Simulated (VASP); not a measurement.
A run of VASP 6.6.1:

The input INCAR:

```
SYSTEM = Pd
  PREC = Accurate
  ENCUT = 520
  EDIFF = 1E-6
  ISMEAR = 0
  SIGMA = 0.1
  LREAL = .False.
  LASPH = .True.
  NELM = 100
  ALGO = Normal
  ISIF = 2
  LWAVE = .False.
  LCHARG = .True.
  GGA = PE
  LELF = .True.
  LVHAR = .True.
  NBANDS = 11
```

File KPOINTS:

```
Automatic mesh
0
Gamma
  24 24 24
  0 0 0
```

Contents of POSCAR:

```
Pd
1.0
    0.0000000000      1.9714109867      1.9714109867
    1.9714109867      0.0000000000      1.9714109867
    1.9714109867      1.9714109867      0.0000000000
Pd
1
Direct
    0.0000000000      0.0000000000      0.0000000000
```

Potentials or basis: VASP PAW PBE potentials, release 64 (Pd).

Command:

```sh
$ cat potpaw_PBE.64/Pd/POTCAR > POTCAR
$ mpirun -np 1 vasp_std > vasp.out
```

Hardware: 1 thread of Intel(R) Xeon(R) 6975P-C (Granite Rapids) (shared host).

Task: Estimate the wall time of this run.

Result: Run time: 19 s on 1 thread of Intel(R) Xeon(R) 6975P-C (Granite Rapids) (shared host), peak memory 0.19 GiB. Counts: scf iterations 11, k points 413.
